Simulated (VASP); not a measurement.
# Ta2C (P-3m1) in VASP: single point with r2SCAN

Aim: the single point of Ta2C with r2SCAN.

Program: VASP 6.6.1. These are calculated values, not measurements. Logs are shortened: lines on timing, memory, paths and dates and some standing lists are left out, and cuts for length are marked.

## (1) The cell of the first run

Symmetry: P-3m1, No. 164, trigonal system. The conventional cell has a = 3.106 Å, b = 3.106 Å, c = 4.946 Å, α = 90.00°, β = 90.00°, γ = 120.00°. Within 2.9 Å of Ta (site symmetry 3m) lie 3 C at 2.18 Å. C (site symmetry -3m) has 6 Ta at 2.18 Å within 2.9 Å.

## (2) Single point, r2SCAN

Contents of POSCAR:

```
Ta2C
1.0
    3.1059007354      0.0000000000      0.0000000000
   -1.5529503677      2.6897889385      0.0000000000
    0.0000000000      0.0000000000      4.9464000000
Ta C
2 1
Direct
    0.3333333333      0.6666666667      0.2520100000
    0.6666666667      0.3333333333      0.7479900000
    0.0000000000      0.0000000000      0.0000000000
```

Contents of INCAR.step1:

```
ALGO = Normal ; EDIFF = 1E-4
ENCUT = 520 ; GGA = PE
ISMEAR = 0 ; ISYM = 0
LASPH = True ; LCHARG = False
LREAL = False ; LWAVE = True
NBANDS = 20 ; NELM = 60
PREC = Accurate ; SIGMA = 0.1
```

Contents of INCAR.step2:

```
ALGO = Normal ; EDIFF = 1E-7
ENCUT = 520 ; ISIF = 2
ISMEAR = 0 ; ISTART = 1
ISYM = 0 ; LASPH = True
LCHARG = True ; LELF = True
LMIXTAU = True ; LREAL = False
LVHAR = True ; LWAVE = False
METAGGA = R2SCAN ; NBANDS = 20
NELM = 60 ; PREC = Accurate
SIGMA = 0.1
```

Contents of KPOINTS:

```
Automatic mesh
0
Gamma
  12 12 6
  0.5 0.5 0.5
```

Potentials or basis: VASP PAW PBE potentials, release 64 (Ta_pv, C).

Command:

```
$ cat potpaw_PBE.64/Ta_pv/POTCAR potpaw_PBE.64/C/POTCAR > POTCAR
$ cp INCAR.step1 INCAR
$ mpirun -np 1 vasp_std > vasp.out
$ cp INCAR.step2 INCAR
$ mpirun -np 1 vasp_std > vasp.out
```

OUTCAR:

```text
EDIFF = 1E-7
   ENCUT = 520
   ISIF = 2
   ISMEAR = 0
   ISTART = 1
   ISYM = 0
   LASPH = True
   LREAL = False
   METAGGA = R2SCAN
   NELM = 60
   PREC = Accurate

 ion  position               nearest neighbor table
   1  0.333  0.667  0.252-   3 2.18   3 2.18   3 2.18   2 3.04   2 3.04   2 3.04   2 3.07   2 3.07
                             2 3.07
   2  0.667  0.333  0.748-   3 2.18   3 2.18   3 2.18   1 3.04   1 3.04   1 3.04   1 3.07   1 3.07
                             1 3.07
   3  0.000  0.000  0.000-   1 2.18   2 2.18   2 2.18   1 2.18   2 2.18   1 2.18

IMPORTANT INFORMATION: All symmetrisations will be switched off!
NOSYMM: (Re-)initialisation of all symmetry stuff for point group C_1.

----------------------------------------------------------------------------------------

                                     Primitive cell

  volume of cell :      41.3233

  direct lattice vectors                    reciprocal lattice vectors
     3.105900735  0.000000000  0.000000000     0.321967791  0.185888191  0.000000000
    -1.552950368  2.689788939  0.000000000     0.000000000  0.371776382  0.000000000
     0.000000000  0.000000000  4.946400000     0.000000000  0.000000000  0.202167233

  length of vectors
     3.105900735  3.105900735  4.946400000     0.371776382  0.371776382  0.202167233

  position of ions in fractional coordinates (direct lattice)
     0.333333333  0.666666667  0.252010000
     0.666666667  0.333333333  0.747990000
     0.000000000  0.000000000  0.000000000

  ion indices of the primitive-cell ions
   primitive index   ion index
                 1           1
                 2           2
                 3           3

----------------------------------------------------------------------------------------

 KPOINTS: Automatic mesh

Automatic generation of k-mesh.
 Grid dimensions read from file:
 generate k-points for:   12   12    6

 Generating k-lattice:

  Cartesian coordinates                     Fractional coordinates (reciprocal lattice)
     0.026830649  0.015490683  0.000000000     0.083333333 -0.000000000  0.000000000
     0.000000000  0.030981365  0.000000000     0.000000000  0.083333333  0.000000000
     0.000000000  0.000000000  0.033694539     0.000000000  0.000000000  0.166666667

  Length of vectors
     0.030981365  0.030981365  0.033694539

  Shift w.r.t. Gamma in fractional coordinates (k-lattice)
     0.500000000  0.500000000  0.500000000

 Subroutine IBZKPT returns following result:
 ===========================================

 Found   1296 irreducible k-points:

 Following reciprocal coordinates:
            Coordinates               Weight
  0.041667  0.041667  0.083333      2.000000
 -0.041667  0.083333  0.083333      2.000000
 -0.083333  0.041667  0.083333      2.000000
 -0.041667 -0.041667  0.083333      2.000000
  0.041667 -0.083333  0.083333      2.000000
  0.083333 -0.041667  0.083333      2.000000
[... 16 lines left out ...]
  0.041667 -0.250000  0.083333      2.000000
  0.250000 -0.208333  0.083333      2.000000
 [... further k-points ...]
   k-points           NKPTS =   1296   k-points in BZ     NKDIM =   1296   number of bands    NBANDS=     20
   number of dos      NEDOS =    301   number of ions     NIONS =      3
   total plane-waves  NPLWV =  23040
   dimension x,y,z NGX =    24 NGY =   24 NGZ =   40
   dimension x,y,z NGXF=    48 NGYF=   48 NGZF=   80
   ions per type =               2   1
   NGX,Y,Z   is equivalent  to a cutoff of  12.85, 12.85, 13.44 a.u.
   NGXF,Y,Z  is equivalent  to a cutoff of  25.69, 25.69, 26.89 a.u.
 SYSTEM =  unknown system
   PREC   = accura    normal or accurate (medium, high low for compatibility)
   ISTART =      1    job   : 0-new  1-cont  2-samecut
   ICHARG =      0    charge: 1-file 2-atom 10-const
   ISPIN  =      1    spin polarized calculation?
   LNONCOLLINEAR =      F non collinear calculations
   LSORBIT =      F    spin-orbit coupling
   LASPH  =      T    aspherical Exc in radial PAW
   ENCUT  =  520.0 eV  38.22 Ry    6.18 a.u.   5.77  5.77  9.20*2*pi/ulx,y,z
   NELM   =     60;   NELMIN=  2; NELMDL=  0     # of ELM steps
   EDIFF  = 0.1E-06   stopping-criterion for ELM
   LREAL  =      F    real-space projection
   EDIFFG = 0.1E-05   stopping-criterion for IOM
   NSW    =      0    number of steps for IOM
   IBRION =     -1    ionic relax: 0-MD 1-quasi-New 2-CG
   NFREE  =      0    steps in history (QN), initial steepest desc. (CG)
   ISIF   =      2    stress and relaxation
   ISYM   =      0    0-nonsym 1-usesym 2-fastsym
   POTIM  = 0.5000    time-step for ionic-motion
   TEBEG  =    0.0;   TEEND  =   0.0 temperature during run
   PSTRESS=    0.0 pullay stress
   NELECT =      26.0000    total number of electrons
   NUPDOWN=      -1.0000    fix difference up-down
   EMIN   =  10.00;   EMAX   =-10.00  energy-range for DOS
   EFERMI =   0.00;   METHOD = LEGACY
   ISMEAR =     0;   SIGMA  =   0.10  broadening in eV -4-tet -1-fermi 0-gaus
   EFERMI_NEDOS =   21; number of points for ismear=-14 and -15
   IALGO  =     38    algorithm
   IMIX   =      4    mixing-type and parameters
     AMIX     =   0.40;   BMIX     =  1.00
     AMIX_MAG =   1.60;   BMIX_MAG =  1.00
  volume/ion in A,a.u.               =      13.77        92.95
  Fermi-wavevector in a.u.,A,eV,Ry     =   1.402817  2.650939 26.774835  1.967895
  Thomas-Fermi vector in A             =   2.525541
   LORBIT       =      0    0 simple, 1 ext, 2 COOP (PROOUT), +10 PAW based schemes
   METAGGA = R2SCAN    functional components
   LHFCALC =     F    Hartree Fock is set to
   AEXX    =    0.0000 exact exchange contribution
   IVDW    =     0    specifies the selected vdW correction
   LEPSILON=     F    determine dielectric tensor
   LRPA    =     F    only Hartree local field effects (RPA)
 non-spin polarized calculation
 Gauss-broadening in eV      SIGMA  =   0.10
  energy-cutoff  :      520.00
  volume of cell :       41.32
 maximum number of plane-waves:      1122
   NGX = 11   NGY = 11   NGZ = 19

 number of electron      26.0000001 magnetization

 Free energy of the ion-electron system (eV)
  ---------------------------------------------------
  ext. energy  EPLUGINS =         0.00000000
  ---------------------------------------------------
  free energy    TOTEN  =      -109.16429700 eV

  energy without entropy =     -109.16131884  energy(sigma->0) =     -109.16280792

 E-fermi :   6.5571     XC(G=0): -13.8640

 val. band max:        6.5349321763   @ k =  -0.2083  -0.1250   0.2500
 cond. band min:       6.5698879377   @ k =  -0.0417   0.0417   0.2500
 fundamental gap:      0.0349557614
 Fermi energy:         6.5571252762

 k-point     1 :       0.0417    0.0417    0.0833
  band No.  band energies     occupation
      1     -29.6143      2.00000
      2     -28.9603      2.00000
      3     -28.9418      2.00000
      4     -28.8530      2.00000
      5     -28.8234      2.00000
      6     -28.7496      2.00000
[... 12 lines left out ...]
     19      10.2704      0.00000
     20      14.1661      0.00000

 k-point     2 :      -0.0417    0.0833    0.0833
  band No.  band energies     occupation
      1     -29.6143      2.00000
      2     -28.9603      2.00000
      3     -28.9418      2.00000
      4     -28.8530      2.00000
      5     -28.8234      2.00000
      6     -28.7496      2.00000
[... 12 lines left out ...]
     19      10.2704      0.00000
     20      14.1661      0.00000

 k-point     3 :      -0.0833    0.0417    0.0833
  band No.  band energies     occupation
      1     -29.6143      2.00000
      2     -28.9603      2.00000
      3     -28.9418      2.00000
      4     -28.8530      2.00000
      5     -28.8234      2.00000
      6     -28.7496      2.00000
[... 12 lines left out ...]
     19      10.2704      0.00000
     20      14.1661      0.00000

 k-point     4 :      -0.0417   -0.0417    0.0833
  band No.  band energies     occupation
      1     -29.6143      2.00000
      2     -28.9603      2.00000
      3     -28.9418      2.00000
      4     -28.8530      2.00000
      5     -28.8234      2.00000
      6     -28.7496      2.00000
[... 12 lines left out ...]
     19      10.2704      0.00000
     20      14.1661      0.00000

 k-point     5 :       0.0417   -0.0833    0.0833
  band No.  band energies     occupation
      1     -29.6143      2.00000
      2     -28.9603      2.00000
      3     -28.9418      2.00000
      4     -28.8530      2.00000
      5     -28.8234      2.00000
      6     -28.7496      2.00000
[... 12 lines left out ...]
     19      10.2704      0.00000
     20      14.1661      0.00000

 k-point     6 :       0.0833   -0.0417    0.0833
  band No.  band energies     occupation
      1     -29.6143      2.00000
      2     -28.9603      2.00000
      3     -28.9418      2.00000
      4     -28.8530      2.00000
      5     -28.8234      2.00000
      6     -28.7496      2.00000
[... 12 lines left out ...]
     19      10.2704      0.00000
     20      14.1661      0.00000

 k-point     7 :       0.1250    0.0417    0.0833
  band No.  band energies     occupation
      1     -29.5687      2.00000
      2     -29.0545      2.00000
      3     -28.9932      2.00000
      4     -28.9398      2.00000
      5     -28.8355      2.00000
      6     -28.7625      2.00000
[... 12 lines left out ...]
     19      11.3411      0.00000
     20      14.1981      0.00000
[... 277 lines left out ...]
 k-point    20 :      -0.0417    0.2500    0.0833
  band No.  band energies     occupation
      1     -29.5011      2.00000
      2     -29.1996      2.00000
      3     -29.0997      2.00000
      4     -29.0116      2.00000
      5     -28.8601      2.00000
      6     -28.7969      2.00000
[... 12 lines left out ...]
     19      13.0388      0.00000
     20      13.3136      0.00000

 k-point    21 :      -0.2500    0.2083    0.0833
  band No.  band energies     occupation
      1     -29.4942      2.00000
      2     -29.2054      2.00000
      3     -29.1053      2.00000
      4     -29.0159      2.00000
      5     -28.8561      2.00000
      6     -28.7922      2.00000
[... 12 lines left out ...]
     19      12.3703      0.00000
     20      13.9826      0.00000

 k-point    22 :      -0.2083   -0.0417    0.0833
  band No.  band energies     occupation
      1     -29.5011      2.00000
      2     -29.1996      2.00000
      3     -29.0997      2.00000
      4     -29.0116      2.00000
      5     -28.8601      2.00000
      6     -28.7969      2.00000
[... 12 lines left out ...]
     19      13.0388      0.00000
     20      13.3136      0.00000

 k-point    23 :       0.0417   -0.2500    0.0833
  band No.  band energies     occupation
      1     -29.4942      2.00000
      2     -29.2054      2.00000
      3     -29.1053      2.00000
      4     -29.0159      2.00000
      5     -28.8561      2.00000
      6     -28.7922      2.00000
[... 12 lines left out ...]
     19      12.3703      0.00000
     20      13.9826      0.00000

 k-point    24 :       0.2500   -0.2083    0.0833
  band No.  band energies     occupation
      1     -29.5011      2.00000
      2     -29.1996      2.00000
      3     -29.0997      2.00000
      4     -29.0116      2.00000
      5     -28.8601      2.00000
      6     -28.7969      2.00000
[... 12 lines left out ...]
     19      13.0388      0.00000
     20      13.3136      0.00000

 [... further k-points ...]

------------------------ aborting loop because EDIFF is reached ----------------------------------------

  FORCE on cell =-STRESS in cart. coord.  units (eV):
  Direction    XX          YY          ZZ          XY          YZ          ZX
  --------------------------------------------------------------------------------------
  -------------------------------------------------------------------------------------
  Total        0.5251288      0.5251283      0.4253606     -0.0000005      0.0000016     -0.0000028
  in kB       20.3601709     20.3601506     16.4919798     -0.0000205      0.0000639     -0.0001098
  external PRESSURE =      19.0707671 kB  Pullay stress =       0.0000000 kB

 VOLUME and BASIS-vectors are now :
 -----------------------------------------------------------------------------
  energy-cutoff  :      520.00
  volume of cell :       41.32
      direct lattice vectors                 reciprocal lattice vectors
     3.105900735  0.000000000  0.000000000     0.321967791  0.185888191  0.000000000
    -1.552950368  2.689788939  0.000000000     0.000000000  0.371776382  0.000000000
     0.000000000  0.000000000  4.946400000     0.000000000  0.000000000  0.202167233

 POSITION                                       TOTAL-FORCE (eV/Angst)
 -----------------------------------------------------------------------------------
     -0.00000      1.79319      1.24654         0.000004     -0.000002      0.304378
      1.55295      0.89660      3.69986        -0.000004      0.000002     -0.304377
      0.00000      0.00000      0.00000        -0.000000      0.000000     -0.000001
 -----------------------------------------------------------------------------------
    total drift:                               -0.000000      0.000000     -0.000000

  FREE ENERGIE OF THE ION-ELECTRON SYSTEM (eV)
  ---------------------------------------------------
  free  energy   TOTEN  =      -109.1642970007 eV

  energy  without entropy=     -109.1613188418  energy(sigma->0) =     -109.16280792
```

It took 31 min on 1 thread of Intel Xeon Platinum 8375C at 2.90GHz (Ice Lake), shared host; peak memory 0.95 GiB.

Results:

| Property | Result |
| --- | --- |
| Free energy | -109.1643 eV |
| Pressure | 1.9 GPa |
| Largest force | 0.304 eV/Å |
| Band gap on the k mesh | zero (bands 13 and 14 overlap by 0.54 eV) |

Forces in eV/Å, atoms in the order of the input:
```
Ta   0.000  0.000  0.304
Ta   0.000  0.000 -0.304
C    0.000  0.000  0.000
```

Stress tensor (GPa, compression positive):
```
2.04 0.00 0.00
0.00 2.04 0.00
0.00 0.00 1.65
```

Caveat: the PAW data sets were made with another functional, which shifts forces and pressure a little; spin-orbit coupling is left out, which moves the levels of the heavy elements.
